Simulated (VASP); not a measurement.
Input of a VASP 6.6.1 run:

INCAR

```
PREC     = Accurate       # precision mode
ENCUT    = 520            # plane-wave cutoff, eV
EDIFF    = 1E-6           # SCF threshold, eV
ISMEAR   = 0              # smearing method
SIGMA    = 0.01           # smearing width, eV
LREAL    = F              # projectors in reciprocal space
LASPH    = T              # aspherical terms in the spheres
NELM     = 60             # most SCF steps
ALGO     = Normal         # electronic algorithm
ISIF     = 2              # what is computed and relaxed
LWAVE    = F              # write WAVECAR
LCHARG   = F              # write CHGCAR
GGA      = PS             # functional
NBANDS   = 29             # bands
```

File KPOINTS:

```
regular mesh
0
Gamma
  10 10 10
```

The input POSCAR:

```
Al2Ru
1.0
    0.0000000000      4.0334845341      4.4199856486
    2.3746700052      0.0000000000      4.4199856486
    2.3746700052      4.0334845341      0.0000000000
Al Ru
4 2
Direct
    0.0784311691      0.4215688309      0.0784311691
    0.4215688309      0.0784311691      0.4215688309
    0.1715688309      0.8284311691      0.1715688309
    0.8284311691      0.1715688309      0.8284311691
    0.7500000000      0.7500000000      0.7500000000
    0.5000000000      0.5000000000      0.5000000000
```

Potentials or basis: VASP PAW PBE potentials, release 64 (Al, Ru_pv).

Command:

```bash
$ cat potpaw_PBE.64/Al/POTCAR potpaw_PBE.64/Ru_pv/POTCAR > POTCAR
$ mpirun -np 1 vasp_std > vasp.out
```

Estimate the pressure.

-4.9 GPa.

Estimate the band gap on the k mesh.

0.07 eV, indirect (least direct gap 1.18 eV).

Stress tensor (GPa, compression positive):
```
-4.89  0.00  0.00
 0.00 -4.87  0.00
 0.00  0.00 -4.80
```

Caveat: the PAW data sets were made with another functional, which shifts forces and pressure a little. A k mesh can miss the band edges.
